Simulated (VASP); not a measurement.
Runs of VASP 6.6.1 on Cd3F. The structure is that of space group Pm-3m (No. 221), or close to it. The cells are those of the table. The cell was generated, and may not be a known phase.

| task | cell | k mesh | cutoff (eV) | gap on the mesh (eV) | pressure (GPa) |
| --- | --- | --- | --- | --- | --- |
| relaxation of cell and atoms | relaxed from a = 4.367 Å, 4 atoms | 10 × 10 × 10 | 600 | none | 0.0 |
| single point | a = 4.367 Å, 4 atoms | 10 × 10 × 10 | 520 | none | 0.2 |
| relaxation of cell and atoms | relaxed from a = 4.525 Å, 4 atoms | 10 × 10 × 10 | 600 | none | 0.0 |
| single point | a = 4.525 Å, 4 atoms | 4 × 4 × 4 | 520 | none | (a) |

Alike in all rows: level PBE; potentials or basis VASP PAW PBE potentials, release 64 (Cd, F); no spin polarisation; smearing gaussian 0.1 eV.

Q: Fill in the values left out.

A: (a) -3.0.

Caveats: an odd number of electrons without spin polarisation forces a metal; a magnetic or distorted state may lie lower; the relaxation stopped at its first step, so nothing moved (at least some runs); the cell stands under tension (at least some runs).

A k mesh can miss the band edges, and the runs leave out spin-orbit coupling on Cd.

A gap of «none» marks levels without a gap at the run's occupations.
